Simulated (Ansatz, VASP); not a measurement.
Given: the input of a run of Ansatz 0.2.0 on CuO.

Contents of input.yaml:

```yaml
crystal:
  lattice:
    - [0.0, 2.2797444458, 2.2797444458]
    - [2.2797444458, 0.0, 2.2797444458]
    - [2.2797444458, 2.2797444458, 0.0]
  atoms:
    - { symbol: Cu, position: [0.0, 0.0, 0.0] }
    - { symbol: O, position: [0.25, 0.25, 0.25] }
hamiltonian:
  xc: blyp
  pseudopotentials: { kind: paw }
kpoints:
  mp_grid: { grid: [10, 10, 10] }
scf:
  occupations: { method: fermi_dirac, width: 0.05 }
output:
  forces: true
  stress: true
  eigenvalues: true
```

Potentials or basis: Ansatz PAW.

The run is started by

```console
$ ansatz run input.yaml --threads 2 --pin off --max-ram 5632MiB --backend cpu --events-out ev --progress --plain --runs-dir out
```

Q: Set up the same calculation for VASP 6.6.1. Potentials there: VASP PAW PBE potentials, release 64 (Cu_sv_GW, O_h).

A: As run (the cutoff follows the program's own potentials):

The input INCAR:

```
PREC = Accurate ; ENCUT = 1340
EDIFF = 1E-6 ; ISMEAR = -1
SIGMA = 0.05 ; LREAL = False
LASPH = True ; NELM = 120
ALGO = Normal ; ISIF = 2
LWAVE = False ; LCHARG = False
GGA = B5 ; ALDAX = 1.0
AGGAX = 1.0 ; AGGAC = 1.0
ALDAC = 0.0 ; NBANDS = 20
GGA_COMPAT = False
```

Contents of KPOINTS:

```
regular mesh
0
Gamma
  10 10 10
```

Contents of POSCAR:

```
CuO
1.0
    0.0000000000      2.2797444458      2.2797444458
    2.2797444458      0.0000000000      2.2797444458
    2.2797444458      2.2797444458      0.0000000000
Cu O
1 1
Direct
    0.0000000000      0.0000000000      0.0000000000
    0.2500000000      0.2500000000      0.2500000000
```

Potentials or basis: VASP PAW PBE potentials, release 64 (Cu_sv_GW, O_h).

Launch:

```console
$ cat potpaw_PBE.64/Cu_sv_GW/POTCAR potpaw_PBE.64/O_h/POTCAR > POTCAR
$ mpirun -np 1 vasp_std > vasp.out
```

Both were run:

|  | VASP | Ansatz | Ansatz less VASP |
| --- | --- | --- | --- |
| gap on the k mesh at the Fermi level (eV) | none | none | - |
| pressure (GPa) | 1.9 | 2.0 | +0.08 |

VASP's potentials were made for PBE, not for BLYP. A gap of «none» marks a metal or a gap that the smearing closes.
